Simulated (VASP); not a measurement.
Tl, 1 atom in the cell. The structure is tetragonal, space group I4/mmm (No. 139). Conventional cell: a = 3.824 Å, b = 3.824 Å, c = 3.882 Å, α = 90.00°, β = 90.00°, γ = 90.00°. Tl (site symmetry 4/mmm) has 14 Tl at 3.33 to 3.88 Å within 4.4 Å.  This cell differs from its parent crystal: strain -0.015 along x and y, +0.000 along z.

- Program: VASP 6.6.1
- Task: single point
- Functional: PBEsol
- Potentials or basis: VASP PAW PBE potentials, release 64 (Tl_d)
- Cutoff: 520 eV
- k mesh: 18 × 18 × 18
- Occupations: gaussian, width 0.15 eV
- Spin: no spin polarisation
- Dipole correction: no
- Further INCAR settings: ALGO = Fast; EDIFF = 1e-06; NBANDS = 12

Potentials or basis: VASP PAW PBE potentials, release 64 (Tl_d).

Run with:

```sh
$ cat potpaw_PBE.64/Tl_d/POTCAR > POTCAR
$ mpirun -np 1 vasp_std > vasp.out
```

Hardware: 1 thread of Intel(R) Xeon(R) 6975P-C (Granite Rapids), with other jobs on the host.

Question: Estimate the wall time of this run.

Answer: It took 57 s on 1 thread of Intel(R) Xeon(R) 6975P-C (Granite Rapids), with other jobs on the host, peak memory 0.27 GiB. Counts: scf iterations 11, k points 480.
